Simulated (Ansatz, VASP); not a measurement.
# NaI: VASP beside Ansatz

```
Na I
1.0
     4.55586    0.00000    0.00000
    -2.27793    3.94549    0.00000
     0.00000    0.00000    7.42605
Na I
2 2
Direct
  0.33333 0.66667 0.00000
  0.66667 0.33333 0.50000
  0.33333 0.66667 0.37600
  0.66667 0.33333 0.87600
```

Alike in both runs: task relaxation of cell and atoms; functional PBE; k mesh 10 × 10 × 6; occupations fermi-dirac, width 0.08 eV; no spin polarisation.

```csv
,VASP,Ansatz
version,VASP 6.6.1,Ansatz 0.2.0
potentials or method,"VASP PAW PBE potentials, release 64 (Na_pv, I)","PAW with Ansatz's default frozen-core files, scalar-relativistic"
plane-wave cutoff (eV),600,420
valence electrons in the cell,28,52
```

```csv
,VASP,Ansatz,Ansatz less VASP
relaxed volume (Å³/atom),45.77,45.89,+0.122
relaxed cell length with the largest relative difference (Å),7.979,8.006,+0.0273
```

VASP's potentials hold 28 valence electrons a cell and Ansatz's 52, so a difference there can come from the potentials and not from the codes.

Neither program's run includes spin-orbit coupling. Noted on VASP's run: the volume moved by over 15 % at a fixed basis, so the end points are rough.
